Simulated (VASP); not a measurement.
A run of VASP 6.6.1 is set up as follows.

Contents of INCAR:

```
SYSTEM = Sn
ALGO = Normal
EDIFF = 1E-6
ENCUT = 520
GGA = PE
ISIF = 2
ISMEAR = 0
LASPH = .True.
LCHARG = .True.
LELF = .True.
LREAL = .False.
LVHAR = .True.
LWAVE = .False.
NBANDS = 21
NELM = 80
PREC = Accurate
SIGMA = 0.1
```

File KPOINTS:

```
k-points
0
Gamma
  14 14 14
  0 0 0
```

File POSCAR:

```
Sn
1.0
   -2.8545823681      2.8545823681      1.5287727712
    2.8545823681     -2.8545823681      1.5287727712
    2.8545823681      2.8545823681     -1.5287727712
Sn
2
Direct
    0.7500000000      0.2500000000      0.5000000000
    0.0000000000      0.0000000000      0.0000000000
```

Potentials or basis: VASP PAW PBE potentials, release 64 (Sn_d).

Run with:

```console
$ cat potpaw_PBE.64/Sn_d/POTCAR > POTCAR
$ mpirun -np 1 vasp_std > vasp.out
```

Estimate the band gap on the k mesh.

zero (bands 14 and 15 overlap by 4.41 eV).

Estimate the pressure.

8.5 GPa.

Stress tensor (GPa, compression positive):
```
8.09 0.00 0.00
0.00 8.09 0.00
0.00 0.00 9.29
```

Caveat: the cell differs from its parent crystal (strained); the cell stands under pressure; spin-orbit coupling is left out, which moves the levels of the heavy elements.
